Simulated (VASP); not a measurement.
# Ru (P6_3/mmc) in VASP: further runs

The runs below take Ru through vibrations by perturbation theory, single point, with PBEsol.

Program: VASP 6.6.1. These are calculated values, not measurements. Logs are shortened: lines on timing, memory, paths and dates and some standing lists are left out, and cuts for length are marked.

**1. The cell of the first run**

It takes space group P6_3/mmc (No. 194, hexagonal). Conventional cell: a = 2.655 Å, b = 2.655 Å, c = 4.201 Å, α = 90.00°, β = 90.00°, γ = 120.00°. Within 3.4 Å of Ru (site symmetry -6m2) lie 12 Ru at 2.60 to 2.65 Å.

**2. Vibrations by perturbation theory, PBEsol**

Contents of INCAR:

```
SYSTEM = Ru
ALGO     = Normal         ! electronic algorithm
EDIFF    = 1E-8           ! SCF threshold, eV
ENCUT    = 520            ! plane-wave cutoff, eV
GGA      = PS             ! functional
IBRION   = 8              ! ionic algorithm
ISIF     = 2              ! what is computed and relaxed
ISMEAR   = -1             ! smearing method
LASPH    = .TRUE.         ! aspherical terms in the spheres
LCHARG   = .TRUE.         ! write CHGCAR
LREAL    = .FALSE.        ! projectors in reciprocal space
LWAVE    = .FALSE.        ! write WAVECAR
NELM     = 80             ! most SCF steps
NSW      = 1              ! ionic steps
PREC     = Accurate       ! precision mode
SIGMA    = 0.15           ! smearing width, eV
```

Contents of KPOINTS:

```
k-points
0
G
  18 18 10
  0 0 0
```

Contents of POSCAR:

```
Ru
1.0
    2.6548030742      0.0000000000      0.0000000000
   -1.3274015371      2.2991269043      0.0000000000
    0.0000000000      0.0000000000      4.2005460564
Ru
2
Direct
    0.3333333333      0.6666666667      0.2500000000
    0.6666666667      0.3333333333      0.7500000000
```

Potentials or basis: VASP PAW PBE potentials, release 64 (Ru_pv).

The run is started by

```
$ cat potpaw_PBE.64/Ru_pv/POTCAR > POTCAR
$ mpirun -np 1 vasp_std > vasp.out
```

OUTCAR:

```text
SYSTEM = Ru
   EDIFF = 1E-8
   ENCUT = 520
   GGA = PS
   IBRION = 8
   ISIF = 2
   ISMEAR = -1
   LASPH = .TRUE.
   LREAL = .FALSE.
   NELM = 80
   NSW = 1
   PREC = Accurate

 ion  position               nearest neighbor table
   1  0.333  0.667  0.250-   2 2.60   2 2.60   2 2.60   2 2.60   2 2.60   2 2.60
   2  0.667  0.333  0.750-   1 2.60   1 2.60   1 2.60   1 2.60   1 2.60   1 2.60

  LATTYP: Found a hexagonal cell.
 ALAT       =     2.6548030742
 C/A-ratio  =     1.5822439326

  Lattice vectors:

 A1 = (   2.6548030742,   0.0000000000,   0.0000000000)
 A2 = (  -1.3274015371,   2.2991269043,   0.0000000000)
 A3 = (   0.0000000000,   0.0000000000,   4.2005460564)

Analysis of symmetry for initial positions (statically):
=====================================================================
 Subroutine PRICEL returns:
 Original cell was already a primitive cell.

 Routine SETGRP: Setting up the symmetry group for a
 hexagonal supercell.

 Subroutine GETGRP returns: Found 24 space group operations
 (whereof 12 operations were pure point group operations)
 out of a pool of 24 trial point group operations.

The static configuration has the point symmetry D_3d.
 The point group associated with its full space group is D_6h.

Analysis of symmetry for dynamics (positions and initial velocities):
=====================================================================
 Subroutine PRICEL returns:
 Original cell was already a primitive cell.

 Routine SETGRP: Setting up the symmetry group for a
 hexagonal supercell.

 Subroutine GETGRP returns: Found 24 space group operations
 (whereof 12 operations were pure point group operations)
 out of a pool of 24 trial point group operations.

The dynamic configuration has the point symmetry D_3d.
 The point group associated with its full space group is D_6h.

 Subroutine INISYM returns: Found 24 space group operations
 (whereof 12 operations are pure point group operations),
 and found     1 'primitive' translations

----------------------------------------------------------------------------------------

                                     Primitive cell

  volume of cell :      25.6390

  direct lattice vectors                    reciprocal lattice vectors
     2.654803074  0.000000000  0.000000000     0.376675773  0.217473859  0.000000000
    -1.327401537  2.299126904  0.000000000     0.000000000  0.434947718  0.000000000
     0.000000000  0.000000000  4.200546056     0.000000000  0.000000000  0.238064287

  length of vectors
     2.654803074  2.654803074  4.200546056     0.434947718  0.434947718  0.238064287

  position of ions in fractional coordinates (direct lattice)
     0.333333333  0.666666667  0.250000000
     0.666666667  0.333333333  0.750000000

  ion indices of the primitive-cell ions
   primitive index   ion index
                 1           1
                 2           2

----------------------------------------------------------------------------------------

 KPOINTS: k-points

Automatic generation of k-mesh.
 Grid dimensions read from file:
 generate k-points for:   18   18   10

 Generating k-lattice:

  Cartesian coordinates                     Fractional coordinates (reciprocal lattice)
     0.020926432  0.012081881  0.000000000     0.055555556 -0.000000000  0.000000000
     0.000000000  0.024163762  0.000000000     0.000000000  0.055555556  0.000000000
     0.000000000  0.000000000  0.023806429     0.000000000  0.000000000  0.100000000
[... 89 lines left out ...]
  energy-cutoff  :      520.00
  volume of cell :       25.64
 maximum number of plane-waves:       708
 NGX is ok and might be reduce to    20
   NGX =  9   NGY =  9   NGZ = 15

--------------------------------------- Ionic step        1  -------------------------------------------

 number of electron      27.9999992 magnetization

 Free energy of the ion-electron system (eV)
  ---------------------------------------------------
  ext. energy  EPLUGINS =         0.00000000
  ---------------------------------------------------
  free energy    TOTEN  =       -20.35383918 eV

  energy without entropy =      -20.24067223  energy(sigma->0) =      -20.29725571

 E-fermi :  13.7927     XC(G=0): -14.6386

 val. band max:       13.7877596017   @ k =   0.4444   0.1111   0.5000
 cond. band min:      13.7972875819   @ k =   0.2222   0.1111   0.1000
 fundamental gap:      0.0095279803
 Fermi energy:        13.7927002396

 k-point     1 :       0.0000    0.0000    0.0000
  band No.  band energies     occupation
      1     -30.0572      2.00000
      2     -28.9229      2.00000
      3     -28.9229      2.00000
      4     -28.7187      2.00000
      5     -28.7187      2.00000
      6     -28.6692      2.00000
[... 481 lines left out ...]
      5     -29.0203      2.00000
      6     -28.9282      2.00000
[... 10 lines left out ...]
     17      17.8406      0.00000
     18      21.6571      0.00000

 [... further k-points ...]

------------------------ aborting loop because EDIFF is reached ----------------------------------------

  FORCE on cell =-STRESS in cart. coord.  units (eV):
  Direction    XX          YY          ZZ          XY          YZ          ZX
  --------------------------------------------------------------------------------------
  -------------------------------------------------------------------------------------
  Total        2.4037477      2.4037477      2.4098946     -0.0000000      0.0000000     -0.0000000
  in kB      150.2098636    150.2098636    150.5939857     -0.0000000      0.0000000     -0.0000000
  external PRESSURE =     150.3379043 kB  Pullay stress =       0.0000000 kB

 VOLUME and BASIS-vectors are now :
 -----------------------------------------------------------------------------
  energy-cutoff  :      520.00
  volume of cell :       25.64
      direct lattice vectors                 reciprocal lattice vectors
     2.654803074  0.000000000  0.000000000     0.376675773  0.217473859  0.000000000
    -1.327401537  2.299126904  0.000000000     0.000000000  0.434947718  0.000000000
     0.000000000  0.000000000  4.200546056     0.000000000  0.000000000  0.238064287

 POSITION                                       TOTAL-FORCE (eV/Angst)
 -----------------------------------------------------------------------------------
     -0.00000      1.53275      1.05014        -0.000000     -0.000000      0.000000
      1.32740      0.76638      3.15041         0.000000      0.000000      0.000000
 -----------------------------------------------------------------------------------
    total drift:                               -0.000000      0.000000     -0.000000

  FREE ENERGIE OF THE ION-ELECTRON SYSTEM (eV)
  ---------------------------------------------------
  free  energy   TOTEN  =       -20.3538391822 eV

  energy  without entropy=      -20.2406722339  energy(sigma->0) =      -20.29725571

[... ionic steps 2 to 3 ...]

--------------------------------------- Ionic step        4  -------------------------------------------

------------------------ aborting loop because EDIFF is reached ----------------------------------------

[... ionic steps 5 to 5 ...]

--------------------------------------- Ionic step        6  -------------------------------------------

 Free energy of the ion-electron system (eV)
  ---------------------------------------------------
  ---------------------------------------------------
  free energy    TOTEN  =        -0.74450039 eV

  energy without entropy =       -0.74450039

------------------------ aborting loop because EDIFF is reached ----------------------------------------

 INTERNAL STRAIN TENSOR  FOR ION    1  DIRECTION 3   (eV/Angst):
 -----------------------------------------------------------------------------
    -0.06376 -0.00000 -0.00000
     0.00000 -0.06376 -0.00000
     0.00000 -0.00000  0.13471

 INTERNAL STRAIN TENSOR FOR ION    2 for displacements in x,y,z  (eV/Angst):
          X           Y           Z          XY          YZ          ZX
  --------------------------------------------------------------------------------
  x     0.00000     0.00000     0.00000     3.77245     0.00000     0.00000
  y     3.77245    -3.77245    -0.00000     0.00000     0.00000     0.00000
  z    -0.00000    -0.00000     0.00000     0.00000     0.00000     0.00000

 SECOND DERIVATIVES (NOT SYMMETRIZED)
 ------------------------------------
               1X          1Y          1Z          2X          2Y          2Z
  1X    -8.349285   -0.000000    0.000000    8.349285    0.000000    0.000000
  1Y     0.000000   -8.349285    0.000000    0.000000    8.349285    0.000000
  1Z     0.000000    0.000000  -15.941414    0.000000    0.000000   15.941414
  2X     8.349285    0.000000    0.000000   -8.349285   -0.000000    0.000000
  2Y     0.000000    8.349285    0.000000    0.000000   -8.349285    0.000000
  2Z     0.000000    0.000000   15.941414    0.000000    0.000000  -15.941414

 Eigenvectors and eigenvalues of the dynamical matrix
 ----------------------------------------------------

   1 f  =    8.780475 THz    55.169351 2PiTHz  292.885119 cm-1    36.313110 meV
             X         Y         Z           dx          dy          dz
     -0.000000  1.532751  1.050137    -0.000000   -0.000000    0.707107
      1.327402  0.766376  3.150410    -0.000000    0.000000   -0.707107
[... 11 lines left out ...]
   4 f  =    0.000000 THz     0.000000 2PiTHz    0.000001 cm-1     0.000000 meV
             X         Y         Z           dx          dy          dz
     -0.000000  1.532751  1.050137     0.129854    0.690101    0.083059
      1.327402  0.766376  3.150410     0.129854    0.690101    0.083059

   5 f/i=    0.000000 THz     0.000001 2PiTHz    0.000003 cm-1     0.000000 meV
             X         Y         Z           dx          dy          dz
     -0.000000  1.532751  1.050137     0.694487   -0.125318   -0.044540
      1.327402  0.766376  3.150410     0.694487   -0.125318   -0.044540

   6 f/i=    0.000000 THz     0.000001 2PiTHz    0.000004 cm-1     0.000000 meV
             X         Y         Z           dx          dy          dz
     -0.000000  1.532751  1.050137     0.028748   -0.089756    0.700798
      1.327402  0.766376  3.150410     0.028748   -0.089756    0.700798

--------------------------------------------------------------------------------------------------------

 ELASTIC MODULI CONTR FROM IONIC RELAXATION (kBar)
 Direction    XX          YY          ZZ          XY          YZ          ZX
 --------------------------------------------------------------------------------
 XX        -106.5143    106.5143      0.0000     -0.0000      0.0000      0.0000
 YY         106.5143   -106.5143     -0.0000      0.0000      0.0000      0.0000
 ZZ           0.0000     -0.0000     -0.0000     -0.0000      0.0000      0.0000
 XY          -0.0000      0.0000     -0.0000   -106.5143      0.0000      0.0000
 YZ           0.0000      0.0000      0.0000      0.0000      0.0000      0.0000
 ZX           0.0000      0.0000      0.0000      0.0000      0.0000      0.0000
 --------------------------------------------------------------------------------
```

Run time: 17 min. Hardware: 1 thread of Intel Xeon Platinum 8259CL at 2.50GHz (Skylake/Cascade Lake), shared host; peak memory 0.86 GiB.

Results:

```yaml
Highest_phonon_frequency_at_Γ: 293 cm⁻¹
```

Phonon frequencies in cm⁻¹ (negative: imaginary):
```
              q point        frequencies
(0.000, 0.000, 0.000)  0 0 0 212 212 293
```

Caveat: the cell stands under pressure or tension, which shifts response properties; the PAW data sets were made with another functional, which shifts forces and pressure a little.

[end of part 1 of 2]
